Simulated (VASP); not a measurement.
# SiW4 in VASP: notebook

SiW4 is run at these levels: PBE; tasks: single point.

Everything below comes from runs of VASP 6.6.1. Logs are shortened: lines on timing, memory, paths and dates and some standing lists are left out, and cuts for length are marked.

### Step 1. The cell of the first run

The cell holds a slab with vacuum, 5 atoms: a = 3.184 Å, b = 3.184 Å, c = 20.143 Å, α = 90.00°, β = 90.00°, γ = 90.00°.

### Step 2. Single point, PBE

Contents of INCAR:

```
PREC = Accurate ; ENCUT = 520
EDIFF = 1E-6 ; ISMEAR = 0
SIGMA = 0.1 ; LREAL = F
LASPH = T ; NELM = 60
ALGO = Normal ; ISIF = 2
LWAVE = F ; LCHARG = T
LDIPOL = T ; IDIPOL = 3
DIPOL = 0.5 0.5 0.363 ; GGA = PE
LELF = T ; LVHAR = T
LVACPOTAV = T ; NBANDS = 38
```

Contents of KPOINTS:

```
Automatic mesh
0
Gamma
  8 8 1
```

Contents of POSCAR:

```
SiW4
1.0
    3.1836991705      0.0000000000      0.0000000000
    0.0000000000      3.1836991705      0.0000000000
    0.0000000000      0.0000000000     20.1425770829
W Si
4 1
Direct
    0.5000000000      0.5000000000      0.1985843213
    0.0000000000      0.0000000000      0.2776134138
    0.5000000000      0.5000000000      0.3599451672
    0.0000000000      0.0000000000      0.4290700762
    0.0000000000      0.0000000000      0.5505738451
```

Potentials or basis: VASP PAW PBE potentials, release 64 (W_sv, Si).

Started as:

```bash
$ cat potpaw_PBE.64/W_sv/POTCAR potpaw_PBE.64/Si/POTCAR > POTCAR
$ mpirun -np 1 vasp_std > vasp.out
```

OUTCAR:

```text
PREC = Accurate
   ENCUT = 520
   EDIFF = 1E-6
   ISMEAR = 0
   LREAL = F
   LASPH = T
   NELM = 60
   ISIF = 2
   GGA = PE

 ion  position               nearest neighbor table
   1  0.500  0.500  0.199-   2 2.76   2 2.76   2 2.76   2 2.76   3 3.25
   2  0.000  0.000  0.278-   1 2.76   1 2.76   1 2.76   1 2.76   3 2.80   3 2.80   3 2.80   3 2.80
                             4 3.05
   3  0.500  0.500  0.360-   4 2.65   4 2.65   4 2.65   4 2.65   2 2.80   2 2.80   2 2.80   2 2.80
                             1 3.25
   4  0.000  0.000  0.429-   5 2.45   3 2.65   3 2.65   3 2.65   3 2.65   2 3.05
   5  0.000  0.000  0.551-   4 2.45

  LATTYP: Found a simple tetragonal cell.
 ALAT       =     3.1836991705
 C/A-ratio  =     6.3267840346

  Lattice vectors:

 A1 = (   3.1836991705,   0.0000000000,   0.0000000000)
 A2 = (   0.0000000000,   3.1836991705,   0.0000000000)
 A3 = (   0.0000000000,   0.0000000000,  20.1425770829)

Analysis of symmetry for initial positions (statically):
=====================================================================
 Subroutine PRICEL returns:
 Original cell was already a primitive cell.

 Routine SETGRP: Setting up the symmetry group for a
 simple tetragonal supercell.

 Subroutine GETGRP returns: Found  8 space group operations
 (whereof  8 operations were pure point group operations)
 out of a pool of 16 trial point group operations.

The static configuration has the point symmetry C_4v.

Analysis of symmetry for dynamics (positions and initial velocities):
=====================================================================
 Subroutine PRICEL returns:
 Original cell was already a primitive cell.

 Routine SETGRP: Setting up the symmetry group for a
 simple tetragonal supercell.

 Subroutine GETGRP returns: Found  8 space group operations
 (whereof  8 operations were pure point group operations)
 out of a pool of 16 trial point group operations.

The dynamic configuration has the point symmetry C_4v.

 Subroutine INISYM returns: Found  8 space group operations
 (whereof  8 operations are pure point group operations),
 and found     1 'primitive' translations

----------------------------------------------------------------------------------------

                                     Primitive cell

  volume of cell :     204.1640

  direct lattice vectors                    reciprocal lattice vectors
[... 89 lines left out ...]
   ISIF   =      2    stress and relaxation
   ISYM   =      2    0-nonsym 1-usesym 2-fastsym
   POTIM  = 0.5000    time-step for ionic-motion
   TEBEG  =    0.0;   TEEND  =   0.0 temperature during run
   PSTRESS=    0.0 pullay stress
   NELECT =      60.0000    total number of electrons
   NUPDOWN=      -1.0000    fix difference up-down
   EMIN   =  10.00;   EMAX   =-10.00  energy-range for DOS
   EFERMI =   0.00;   METHOD = LEGACY
   ISMEAR =     0;   SIGMA  =   0.10  broadening in eV -4-tet -1-fermi 0-gaus
   EFERMI_NEDOS =   21; number of points for ismear=-14 and -15
   IALGO  =     38    algorithm
   IMIX   =      4    mixing-type and parameters
     AMIX     =   0.40;   BMIX     =  1.00
     AMIX_MAG =   1.60;   BMIX_MAG =  1.00
  volume/ion in A,a.u.               =      40.83       275.55
  Fermi-wavevector in a.u.,A,eV,Ry     =   1.088426  2.056827 16.118428  1.184671
  Thomas-Fermi vector in A             =   2.224607
   LORBIT       =      0    0 simple, 1 ext, 2 COOP (PROOUT), +10 PAW based schemes
   GGA     = PE    functional components
   LHFCALC =     F    Hartree Fock is set to
   AEXX    =    0.0000 exact exchange contribution
   IVDW    =     0    specifies the selected vdW correction
   LEPSILON=     F    determine dielectric tensor
   LRPA    =     F    only Hartree local field effects (RPA)
 non-spin polarized calculation
 Gauss-broadening in eV      SIGMA  =   0.10
  energy-cutoff  :      520.00
  volume of cell :      204.16
 maximum number of plane-waves:      5576
 NGX is ok and might be reduce to    24
   NGX = 11   NGY = 11   NGZ = 75

 dipolmoment           0.000000      0.000000     -0.007721 electrons x Angstroem

 number of electron      59.9999992 magnetization

 dipolmoment           0.000000      0.000000      0.060310 electrons x Angstroem

 Free energy of the ion-electron system (eV)
  ---------------------------------------------------
  ext. energy  EPLUGINS =         0.00000000
  ---------------------------------------------------
  free energy    TOTEN  =       -51.46364784 eV

  energy without entropy =      -51.42919921  energy(sigma->0) =      -51.44642353

 E-fermi :   1.3467     XC(G=0):  -6.4412

 val. band max:        1.3290150357   @ k =   0.3750   0.2500   0.0000
 cond. band min:       1.3483947600   @ k =   0.1250   0.0000   0.0000
 fundamental gap:      0.0193797243
 Fermi energy:         1.3466864997

 k-point     1 :       0.0000    0.0000    0.0000
  band No.  band energies     occupation
      1     -72.5454      2.00000
      2     -72.4410      2.00000
      3     -72.2690      2.00000
      4     -71.9921      2.00000
      5     -36.9835      2.00000
      6     -36.8463      2.00000
[... 604 lines left out ...]
     37       4.4259      0.00000
     38       4.7889      0.00000

------------------------ aborting loop because EDIFF is reached ----------------------------------------

  FORCE on cell =-STRESS in cart. coord.  units (eV):
  Direction    XX          YY          ZZ          XY          YZ          ZX
  --------------------------------------------------------------------------------------
  -------------------------------------------------------------------------------------
  Total       -6.9142278     -6.9142278     -1.5429948      0.0000000      0.0000000      0.0000000
  in kB      -54.2594243    -54.2594243    -12.1086567      0.0000000      0.0000000      0.0000000
  external PRESSURE =     -40.2091685 kB  Pullay stress =       0.0000000 kB

 VOLUME and BASIS-vectors are now :
 -----------------------------------------------------------------------------
  energy-cutoff  :      520.00
  volume of cell :      204.16
      direct lattice vectors                 reciprocal lattice vectors
     3.183699171  0.000000000  0.000000000     0.314100028  0.000000000  0.000000000
     0.000000000  3.183699171  0.000000000     0.000000000  0.314100028  0.000000000
     0.000000000  0.000000000 20.142577083     0.000000000  0.000000000  0.049646080

 POSITION                                       TOTAL-FORCE (eV/Angst)
 -----------------------------------------------------------------------------------
      1.59185      1.59185      4.00000        -0.000000      0.000000      2.112871
      0.00000      0.00000      5.59185         0.000000      0.000000     -2.302711
      1.59185      1.59185      7.25022         0.000000      0.000000     -0.901104
      0.00000      0.00000      8.64258         0.000000      0.000000      1.077385
      0.00000      0.00000     11.08998         0.000000      0.000000      0.013559
 -----------------------------------------------------------------------------------
    total drift:                                0.000000     -0.000000     -0.000306

  FREE ENERGIE OF THE ION-ELECTRON SYSTEM (eV)
  ---------------------------------------------------
  free  energy   TOTEN  =       -51.4636478366 eV

  energy  without entropy=      -51.4291992140  energy(sigma->0) =      -51.44642353

 vacuum level on the upper side and lower side of the slab         6.533         5.455
```

stdout:

```text
POSCAR found type information on POSCAR W Si
 POSCAR found :  2 types and       5 ions
 scaLAPACK will be used
 LDA part: xc-table for (Slater+PW92), standard interpolation
 POSCAR, INCAR and KPOINTS ok, starting setup
 FFT: planning ... GRIDC
 FFT: planning ... GRID_SOFT
 FFT: planning ... GRID
 WAVECAR not read
 entering main loop
 -----------------------------------------------------------------------------
|                                                                             |
|           W    W    AA    RRRRR   N    N  II  N    N   GGGG   !!!           |
|           W    W   A  A   R    R  NN   N  II  NN   N  G    G  !!!           |
|           W    W  A    A  R    R  N N  N  II  N N  N  G       !!!           |
|           W WW W  AAAAAA  RRRRR   N  N N  II  N  N N  G  GGG   !            |
|           WW  WW  A    A  R   R   N   NN  II  N   NN  G    G                |
|           W    W  A    A  R    R  N    N  II  N    N   GGGG   !!!           |
|                                                                             |
|     Did not find any points to average over, which means that no vacuum     |
|     field-free region was found. Please increase the size of  your cell     |
|     in the dimension of the dipole correction to obtain accurate            |
|     workfunction values.                                                    |
|                                                                             |
 -----------------------------------------------------------------------------
```

Wall time 77 s (1 thread of Intel Xeon 6975P-C (Granite Rapids), shared host); peak memory 0.32 GiB.

What came out:

```
Free energy            : -51.4636 eV
Largest force          : 2.303 eV/Å
Band gap on the k mesh : zero (band 30 reaches 2.20 eV, above the bottom of band 31 at 1.22 eV)
```

Forces in eV/Å, atoms in the order of the input:
```
W    0.000  0.000  2.113
W    0.000  0.000 -2.303
W    0.000  0.000 -0.901
W    0.000  0.000  1.077
Si   0.000  0.000  0.014
```

Caveat: spin-orbit coupling is left out, which moves the levels of the heavy elements.

### Step 3. Single point, PBE

Contents of INCAR:

```
ALGO     = Normal         # electronic algorithm
DIPOL    = 0.5 0.5 0.352
EDIFF    = 1E-6           # SCF threshold, eV
ENCUT    = 520            # plane-wave cutoff, eV
GGA      = PE             # functional
IDIPOL   = 3            
ISIF     = 2              # what is computed and relaxed
ISMEAR   = 0              # smearing method
LASPH    = True           # aspherical terms in the spheres
LCHARG   = False          # write CHGCAR
LDIPOL   = True         
LREAL    = False          # projectors in reciprocal space
LWAVE    = False          # write WAVECAR
NBANDS   = 38             # bands
NELM     = 80             # most SCF steps
PREC     = Accurate       # precision mode
SIGMA    = 0.1            # smearing width, eV
```

Contents of KPOINTS:

```
k-points
0
Gamma
  8 8 1
```

POSCAR: that of step 2 with these lines changed.

```diff
@@ -12,2 +12,2 @@
     0.0000000000      0.0000000000      0.4290700762
-    0.0000000000      0.0000000000      0.5505738451
+    0.5000000000      0.5000000000      0.4949148950
```

Potentials or basis: VASP PAW PBE potentials, release 64 (W_sv, Si).

Started as:

```bash
$ cat potpaw_PBE.64/W_sv/POTCAR potpaw_PBE.64/Si/POTCAR > POTCAR
$ mpirun -np 1 vasp_std > vasp.out
```

Run time: 76 s. Hardware: 1 thread of Intel Xeon 6975P-C (Granite Rapids), shared host; peak memory 0.32 GiB.

The run converged. Its results:

| Property | Result |
| --- | --- |
| Free energy | -53.5422 eV |
| Largest force | 2.417 eV/Å |
| Band gap on the k mesh | zero (band 30 reaches 2.58 eV, above the bottom of band 31 at 1.53 eV) |

Forces on the atoms (eV/Å):
```
W    0.000  0.000  2.134
W    0.000  0.000 -2.106
W    0.000  0.000 -2.417
W    0.000  0.000  2.376
Si   0.000  0.000  0.013
```

Levels at points of the mesh, in eV from the Fermi level:
| k point | band 26 | band 27 | band 28 | band 29 | band 30 | band 31 | band 32 | band 33 | band 34 | band 35 |
| --- | --- | --- | --- | --- | --- | --- | --- | --- | --- | --- |
| (0.00, 0.00, 0.00) | -1.02 | -1.02 | -0.79 | -0.79 | -0.33 | 0.28 | 0.28 | 0.58 | 1.16 | 1.48 |
| (0.50, 0.00, 0.00) | -1.75 | -1.52 | -0.94 | -0.75 | -0.36 | 0.46 | 0.69 | 1.43 | 1.79 | 2.17 |
| (0.50, 0.50, 0.00) | -2.39 | -1.16 | -0.90 | -0.90 | 0.95 | 1.88 | 2.04 | 2.04 | 2.30 | 2.65 |

Caveat: spin-orbit coupling is left out, which moves the levels of the heavy elements.
